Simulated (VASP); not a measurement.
A run of VASP 6.6.1 is set up as follows.

File INCAR:

```
ALGO = Fast
EDIFF = 1E-7
ENCUT = 520
ISIF = 2
ISMEAR = 0
LASPH = T
LCHARG = F
LREAL = F
LWAVE = F
NBANDS = 12
NELM = 100
PREC = Accurate
SIGMA = 0.15
```

KPOINTS

```
k-points
0
Gamma
  22 22 22
```

The input POSCAR:

```
Nb
1.0
    0.0000000000      2.2327361110      1.8978256944
    2.2327361110      0.0000000000      1.8978256944
    2.2327361110      2.2327361110      0.0000000000
Nb
1
Direct
    0.0000000000      0.0000000000      0.0000000000
```

Potentials or basis: VASP PAW LDA potentials, release 64 (Nb_sv).

Run with:

```bash
$ cat potpaw_LDA.64/Nb_sv/POTCAR > POTCAR
$ mpirun -np 1 vasp_std > vasp.out
```

Problem. Predict the pressure.

Solution. -13.6 GPa.

Stress tensor (GPa, compression positive):
```
 -7.86   0.00   0.00
  0.00  -7.86   0.00
  0.00   0.00 -25.21
```
